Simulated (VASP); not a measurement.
# SiO2 (P4_32_12) in VASP: a series of runs, part 2 of 2

VASP 6.6.1. The steps go on from the part before.

### Step 3. Single point, PBE

INCAR reads:

```
  PREC = Accurate
  ENCUT = 520
  EDIFF = 1E-6
  ISMEAR = -1
  SIGMA = 0.02
  LREAL = F
  LASPH = T
  NELM = 60
  ALGO = Normal
  ISIF = 2
  LWAVE = F
  LCHARG = T
  GGA = PE
  LELF = T
  LVHAR = T
  NBANDS = 44
```

KPOINTS reads:

```
regular mesh
0
Gamma
  6 6 4
```

POSCAR reads:

```
SiO2
1.0
    4.9791834864      0.0000000000      0.0000000000
    0.0000000000      4.9791834864      0.0000000000
    0.0000000000      0.0000000000      6.9149642955
Si O
4 8
Direct
    0.8024550271      0.8024550271      0.5000000000
    0.6975449729      0.3024550271      0.2500000000
    0.1975449729      0.1975449729      0.0000000000
    0.3024550271      0.6975449729      0.7500000000
    0.2618307318      0.3907355320      0.8185481899
    0.1092644680      0.7618307318      0.5685481899
    0.7381692682      0.6092644680      0.3185481899
    0.8907355320      0.2381692682      0.0685481899
    0.7618307318      0.1092644680      0.4314518101
    0.6092644680      0.7381692682      0.6814518101
    0.2381692682      0.8907355320      0.9314518101
    0.3907355320      0.2618307318      0.1814518101
```

Potentials or basis: VASP PAW PBE potentials, release 64 (Si, O).

Started as:

```console
$ cat potpaw_PBE.64/Si/POTCAR potpaw_PBE.64/O/POTCAR > POTCAR
$ mpirun -np 1 vasp_std > vasp.out
```

OUTCAR:

```text
PREC = Accurate
   ENCUT = 520
   EDIFF = 1E-6
   ISMEAR = -1
   LREAL = F
   LASPH = T
   NELM = 60
   ISIF = 2
   GGA = PE

 ion  position               nearest neighbor table
   1  0.802  0.802  0.500-   6 1.61   9 1.61   7 1.61  10 1.61   2 3.08   4 3.08   2 3.08   4 3.08

   2  0.698  0.302  0.250-   7 1.61  12 1.61   9 1.61   8 1.61   1 3.08   3 3.08   1 3.08   3 3.08

   3  0.198  0.198  0.000-   8 1.61  11 1.61   5 1.61  12 1.61   2 3.08   4 3.08   4 3.08   2 3.08

   4  0.302  0.698  0.750-   5 1.61  10 1.61   6 1.61  11 1.61   1 3.08   3 3.08   3 3.08   1 3.08

[... 1361 lines left out ...]

 VOLUME and BASIS-vectors are now :
 -----------------------------------------------------------------------------
  energy-cutoff  :      520.00
  volume of cell :      171.44
      direct lattice vectors                 reciprocal lattice vectors
     4.979183486  0.000000000  0.000000000     0.200836142  0.000000000  0.000000000
     0.000000000  4.979183486  0.000000000     0.000000000  0.200836142  0.000000000
     0.000000000  0.000000000  6.914964295     0.000000000  0.000000000  0.144613906

 POSITION                                       TOTAL-FORCE (eV/Angst)
 -----------------------------------------------------------------------------------
      3.99557      3.99557      3.45748        -0.003514     -0.003514     -0.000000
      3.47320      1.50598      1.72874         0.003514     -0.003514     -0.000000
      0.98361      0.98361      0.00000         0.003514      0.003514     -0.000000
      1.50598      3.47320      5.18622        -0.003514      0.003514     -0.000000
      1.30370      1.94554      5.66023         0.032344     -0.144147     -0.225221
      0.54405      3.79329      3.93149         0.144147      0.032344     -0.225221
      3.67548      3.03364      2.20275        -0.032344      0.144147     -0.225221
      4.43514      1.18589      0.47401        -0.144147     -0.032344     -0.225221
      3.79329      0.54405      2.98347         0.032344      0.144147      0.225221
      3.03364      3.67548      4.71221         0.144147     -0.032344      0.225221
      1.18589      4.43514      6.44096        -0.032344     -0.144147      0.225221
      1.94554      1.30370      1.25473        -0.144147      0.032344      0.225221
 -----------------------------------------------------------------------------------
    total drift:                                0.000000     -0.000000      0.000000

  FREE ENERGIE OF THE ION-ELECTRON SYSTEM (eV)
  ---------------------------------------------------
  free  energy   TOTEN  =       -94.8456254646 eV

  energy  without entropy=      -94.8456254646  energy(sigma->0) =      -94.84562546
```

OSZICAR:

```text
N       E                     dE             d eps       ncg     rms          rms(c)
DAV:   1     0.395769378597E+03    0.39577E+03   -0.32876E+04  2648   0.132E+03
DAV:   2    -0.776546610842E+02   -0.47342E+03   -0.45751E+03  3368   0.310E+02
DAV:   3    -0.107425252657E+03   -0.29771E+02   -0.29634E+02  3200   0.826E+01
DAV:   4    -0.107810699591E+03   -0.38545E+00   -0.38472E+00  3312   0.103E+01
DAV:   5    -0.107817600237E+03   -0.69006E-02   -0.68975E-02  3200   0.135E+00    0.296E+01
DAV:   6    -0.948267939851E+02    0.12991E+02   -0.49532E+01  3056   0.325E+01    0.140E+01
DAV:   7    -0.948394825034E+02   -0.12689E-01   -0.14613E+00  3176   0.505E+00    0.510E+00
DAV:   8    -0.948305602920E+02    0.89222E-02   -0.75528E-02  3196   0.169E+00    0.198E+00
DAV:   9    -0.948431824470E+02   -0.12622E-01   -0.40984E-02  2992   0.119E+00    0.363E-01
DAV:  10    -0.948456301426E+02   -0.24477E-02   -0.42221E-03  2904   0.311E-01    0.113E-01
DAV:  11    -0.948456093457E+02    0.20797E-04   -0.10301E-03  3216   0.168E-01    0.159E-02
DAV:  12    -0.948456209188E+02   -0.11573E-04   -0.28627E-05  3100   0.273E-02    0.157E-02
DAV:  13    -0.948456246388E+02   -0.37199E-05   -0.74161E-06  2712   0.139E-02    0.487E-03
DAV:  14    -0.948456254646E+02   -0.82584E-06   -0.87304E-07  2224   0.536E-03
   1 F= -.94845625E+02 E0= -.94845625E+02  d E =-.130239E-10
```

Wall time 4.6 min (1 thread of Intel Xeon 8259CL, shared host); peak memory 0.36 GiB.

What came out:

```
Free energy            : -94.8456 eV
Pressure               : 4.8 GPa
Largest force          : 0.269 eV/Å
Band gap on the k mesh : 5.73 eV
```

Forces on the atoms (eV/Å):
```
Si  -0.004 -0.004  0.000
Si   0.004 -0.004  0.000
Si   0.004  0.004  0.000
Si  -0.004  0.004  0.000
O    0.032 -0.144 -0.225
O    0.144  0.032 -0.225
O   -0.032  0.144 -0.225
O   -0.144 -0.032 -0.225
O    0.032  0.144  0.225
O    0.144 -0.032  0.225
O   -0.032 -0.144  0.225
O   -0.144  0.032  0.225
```

Levels at points of the mesh, in eV from the valence-band top:
| k point | band 30 | band 31 | band 32 | band 33 | band 34 | band 35 |
| --- | --- | --- | --- | --- | --- | --- |
| (0.00, 0.00, 0.00) | -0.30 | -0.30 | 0.00 | 5.73 | 8.83 | 8.83 |
| (0.50, 0.00, 0.00) | -0.65 | -0.49 | -0.49 | 7.77 | 7.77 | 9.27 |
| (0.50, 0.50, 0.00) | -0.59 | -0.54 | -0.54 | 8.73 | 8.73 | 8.85 |
| (0.00, 0.00, 0.50) | -0.54 | -0.39 | -0.39 | 6.99 | 6.99 | 9.43 |
| (0.50, 0.00, 0.50) | -0.92 | -0.18 | -0.18 | 8.09 | 8.09 | 9.01 |
| (0.50, 0.50, 0.50) | -0.61 | -0.61 | -0.61 | 9.24 | 9.24 | 9.24 |

Caveat: the cell stands under pressure.

### Step 4. Single point, PBE

This run uses another cell than the first one, of 15.29 Å³/atom.

INCAR reads:

```
SYSTEM = SiO2
PREC = Accurate
ENCUT = 520
EDIFF = 1E-7
ISMEAR = -1
SIGMA = 0.02
LREAL = .FALSE.
LASPH = .TRUE.
NELM = 100
ALGO = Normal
ISIF = 2
LWAVE = .FALSE.
LCHARG = .FALSE.
GGA = PE
NBANDS = 44
```

KPOINTS reads:

```
Automatic mesh
0
G
  6 6 4
  0 0 0
```

POSCAR reads:

```
SiO2
1.0
    5.0843954437      0.0000000000      0.0000000000
    0.0000000000      5.0843954437      0.0000000000
    0.0000000000      0.0000000000      7.0967756077
Si O
4 8
Direct
    0.7939022161      0.7939022161      0.5000000000
    0.7060977839      0.2939022161      0.2500000000
    0.2060977839      0.2060977839      0.0000000000
    0.2939022161      0.7060977839      0.7500000000
    0.2588431421      0.4064627671      0.8256945022
    0.0935372329      0.7588431421      0.5756945022
    0.7411568579      0.5935372329      0.3256945022
    0.9064627671      0.2411568579      0.0756945022
    0.7588431421      0.0935372329      0.4243054978
    0.5935372329      0.7411568579      0.6743054978
    0.2411568579      0.9064627671      0.9243054978
    0.4064627671      0.2588431421      0.1743054978
```

Potentials or basis: VASP PAW PBE potentials, release 64 (Si, O).

Started as:

```console
$ cat potpaw_PBE.64/Si/POTCAR potpaw_PBE.64/O/POTCAR > POTCAR
$ mpirun -np 1 vasp_std > vasp.out
```

OUTCAR:

```text
SYSTEM = SiO2
   PREC = Accurate
   ENCUT = 520
   EDIFF = 1E-7
   ISMEAR = -1
   LREAL = .FALSE.
   LASPH = .TRUE.
   NELM = 100
   ISIF = 2
   GGA = PE

 ion  position               nearest neighbor table
   1  0.794  0.794  0.500-   7 1.62  10 1.62   9 1.63   6 1.63   2 3.13   4 3.13   2 3.13   4 3.13

   2  0.706  0.294  0.250-   8 1.62   9 1.62   7 1.63  12 1.63   1 3.13   3 3.13   1 3.13   3 3.13

   3  0.206  0.206  0.000-   5 1.62  12 1.62  11 1.63   8 1.63   2 3.13   4 3.13   4 3.13   2 3.13

[... 1364 lines left out ...]
 VOLUME and BASIS-vectors are now :
 -----------------------------------------------------------------------------
  energy-cutoff  :      520.00
  volume of cell :      183.46
      direct lattice vectors                 reciprocal lattice vectors
     5.084395444  0.000000000  0.000000000     0.196680217  0.000000000  0.000000000
     0.000000000  5.084395444  0.000000000     0.000000000  0.196680217  0.000000000
     0.000000000  0.000000000  7.096775608     0.000000000  0.000000000  0.140909063

 POSITION                                       TOTAL-FORCE (eV/Angst)
 -----------------------------------------------------------------------------------
      4.03651      4.03651      3.54839         0.016566      0.016566      0.000000
      3.59008      1.49432      1.77419        -0.016566      0.016566      0.000000
      1.04788      1.04788      0.00000        -0.016566     -0.016566      0.000000
      1.49432      3.59008      5.32258         0.016566     -0.016566      0.000000
      1.31606      2.06662      5.85977        -0.000318      0.003636      0.006256
      0.47558      3.85826      4.08557        -0.003636     -0.000318      0.006256
      3.76833      3.01778      2.31138         0.000318     -0.003636      0.006256
      4.60882      1.22614      0.53719         0.003636      0.000318      0.006256
      3.85826      0.47558      3.01120        -0.000318     -0.003636     -0.006256
      3.01778      3.76833      4.78539        -0.003636      0.000318     -0.006256
      1.22614      4.60882      6.55959         0.000318      0.003636     -0.006256
      2.06662      1.31606      1.23701         0.003636     -0.000318     -0.006256
 -----------------------------------------------------------------------------------
    total drift:                               -0.000000      0.000000     -0.000000

  FREE ENERGIE OF THE ION-ELECTRON SYSTEM (eV)
  ---------------------------------------------------
  free  energy   TOTEN  =       -94.9521304333 eV

  energy  without entropy=      -94.9521304333  energy(sigma->0) =      -94.95213043
```

stdout:

```text
POSCAR found type information on POSCAR SiO
 POSCAR found :  2 types and      12 ions
 scaLAPACK will be used
 LDA part: xc-table for (Slater+PW92), standard interpolation
 POSCAR, INCAR and KPOINTS ok, starting setup
 FFT: planning ... GRIDC
 FFT: planning ... GRID_SOFT
 FFT: planning ... GRID
 WAVECAR not read
 entering main loop
```

It took 4.9 min on 1 thread of Intel Xeon 8259CL, shared host; peak memory 0.38 GiB.

Results:

```yaml
Free_energy: -94.9521 eV
Pressure: 0.1 GPa
Largest_force: 0.023 eV/Å
Band_gap_on_the_k_mesh: 5.51 eV
```

Forces in eV/Å, atoms in the order of the input:
```
Si   0.017  0.017  0.000
Si  -0.017  0.017  0.000
Si  -0.017 -0.017  0.000
Si   0.017 -0.017  0.000
O    0.000  0.004  0.006
O   -0.004  0.000  0.006
O    0.000 -0.004  0.006
O    0.004  0.000  0.006
O    0.000 -0.004 -0.006
O   -0.004  0.000 -0.006
O    0.000  0.004 -0.006
O    0.004  0.000 -0.006
```

Levels at points of the mesh, in eV from the valence-band top:
```csv
k point,band 30,band 31,band 32,band 33,band 34,band 35
"(0.00, 0.00, 0.00)",-0.25,-0.25,0.00,5.51,8.67,8.67
"(0.50, 0.00, 0.00)",-0.63,-0.45,-0.45,7.48,7.48,9.12
"(0.50, 0.50, 0.00)",-0.59,-0.55,-0.55,8.50,8.50,8.58
"(0.00, 0.00, 0.50)",-0.49,-0.39,-0.39,6.70,6.70,9.32
"(0.50, 0.00, 0.50)",-0.92,-0.16,-0.16,7.71,7.71,8.71
"(0.50, 0.50, 0.50)",-0.64,-0.64,-0.64,9.01,9.01,9.01
```

A k mesh can miss the band edges.

### Step 5. The runs side by side

| level | cell | k mesh | gap on the mesh (eV) | pressure (GPa) | largest force (eV/Å) |
| --- | --- | --- | --- | --- | --- |
| r2SCAN | a = 4.979, b = 4.979, c = 6.915 Å, 12 atoms, atomic positions A | 4 × 4 × 4 | 6.35 | 0.2 | 0.03 |
| PBE | a = 4.979, b = 4.979, c = 6.915 Å, 12 atoms, atomic positions A | 6 × 6 × 4 | 5.73 | 4.8 | 0.27 |
| PBE | a = 5.084, b = 5.084, c = 7.097 Å, 12 atoms, atomic positions B | 6 × 6 × 4 | 5.51 | 0.1 | 0.02 |

Alike in all rows: task single point; potentials or basis VASP PAW PBE potentials, release 64 (Si, O); no spin polarisation; cutoff (eV) 520; smearing fermi-dirac 0.02 eV.

Caveats: the PAW data sets were made with another functional, which shifts forces and pressure a little (at least some runs); the cell stands under pressure (at least some runs).

Total energies depend on the potentials used, so only differences within one code and one set of settings carry meaning.
